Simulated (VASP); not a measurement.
Input of a VASP 6.6.1 run:

Contents of INCAR:

```
SYSTEM = BN
PREC = Accurate ; ENCUT = 520
EDIFF = 1E-6 ; ISMEAR = -1
SIGMA = 0.02 ; LREAL = Auto
LASPH = .TRUE. ; NELM = 100
ALGO = Normal ; ISIF = 2
LWAVE = .FALSE. ; LCHARG = .FALSE.
GGA = PE ; NBANDS = 46
```

The input KPOINTS:

```
Automatic mesh
0
Gamma
  2 2 2
  0.5 0.5 0.5
```

Contents of POSCAR:

```
BN
1.0
   -3.6095270000      3.6095270000      0.0000000000
    0.0000000000      3.6095270000     -3.6095270000
   -3.6095270000      0.0000000000     -3.6095270000
B N
8 8
Direct
   -0.0029142323      0.4867418917      0.4967891915
   -0.0086861797     -0.0085800716      0.5029185264
   -0.0049201738      0.4938451769     -0.0021148200
   -0.0064831209     -0.0071109040      0.0023133225
    0.4955671477      0.4897638943      0.5014476966
    0.4951310795     -0.0069590836      0.4989858782
    0.4955496939      0.4900129574     -0.0005682185
    0.4946692461     -0.0118885383      0.0055525281
    0.3615163427      0.8684833221      0.3812413649
    0.3646825470      0.3714307997      0.3769021537
    0.3648207923      0.8749530063      0.8684975899
    0.3542871407      0.3653456533      0.8860543224
    0.8624027470      0.8651116891      0.3754159479
    0.8608755385      0.3694676616      0.3764439219
    0.8635685507      0.8708919479      0.8790160040
    0.8608769238      0.3736792937      0.8776938086
```

Potentials or basis: VASP PAW PBE potentials, release 64 (B, N).

Launch:

```console
$ cat potpaw_PBE.64/B/POTCAR potpaw_PBE.64/N/POTCAR > POTCAR
$ mpirun -np 1 vasp_std > vasp.out
```

Task: What does it give for the largest force?

Result: 2.388 eV/Å.

Task: Predict the pressure.

Result: 5.6 GPa.

Task: Predict the band gap on the k mesh.

Result: 5.69 eV.

Forces in eV/Å, atoms in the order of the input:
```
B    0.363 -0.214 -1.220
B    0.415 -0.296 -0.051
B    0.558 -0.930 -0.793
B    0.526  0.001 -0.123
B    0.558 -0.637 -0.917
B    0.469 -0.425 -0.297
B    0.798 -0.243 -0.859
B    0.965 -0.360 -0.346
N   -0.162  0.224  0.684
N   -0.133  0.112  0.794
N   -1.403 -0.599 -0.091
N   -0.870  1.915  1.132
N   -0.849  0.955 -0.082
N   -0.836  0.242  0.494
N   -0.041  0.172  0.510
N   -0.357  0.082  1.165
```

Caveat: the k points lie up to 0.75 Å⁻¹ apart; the atoms stand as in a frame of molecular dynamics; a shifted mesh leaves out Γ, where band edges can lie; forces of over 1 eV/Å act on the atoms, so gaps and moduli don't describe the material at rest. A k mesh can miss the band edges.
